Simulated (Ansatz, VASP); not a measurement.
# Mg: VASP beside Ansatz

```
Mg
1.0
    -1.77945    1.77945    1.83390
     1.77945   -1.77945    1.83390
     1.77945    1.77945   -1.83390
Mg
1
Direct
  0.00000 0.00000 0.00000
```

Alike in both runs: task single point; functional PBEsol; k mesh 18 × 18 × 18; occupations gaussian, width 0.15 eV; no spin polarisation.

|  | VASP | Ansatz |
| --- | --- | --- |
| version | VASP 6.6.1 | Ansatz 0.2.0 |
| potentials or method | VASP PAW PBE potentials, release 64 (Mg), cutoff 520 eV | scalar-relativistic, plane waves, PAW |
| valence electrons in the cell | 2 | 10 |

|  | VASP | Ansatz | Ansatz less VASP |
| --- | --- | --- | --- |
| gap on the k mesh at the Fermi level (eV) | none | none | - |
| pressure (GPa) | -1.2 | -1.1 | +0.06 |
| traceless stress, the component that is largest in VASP (GPa) | 0.12 | 0.11 | -0.003 |

VASP's potentials were made for PBE, not for PBEsol. A gap of «none» marks a metal or a gap that the smearing closes. VASP's potentials hold 2 valence electrons a cell and Ansatz's 10, so a difference there can come from the potentials and not from the codes.
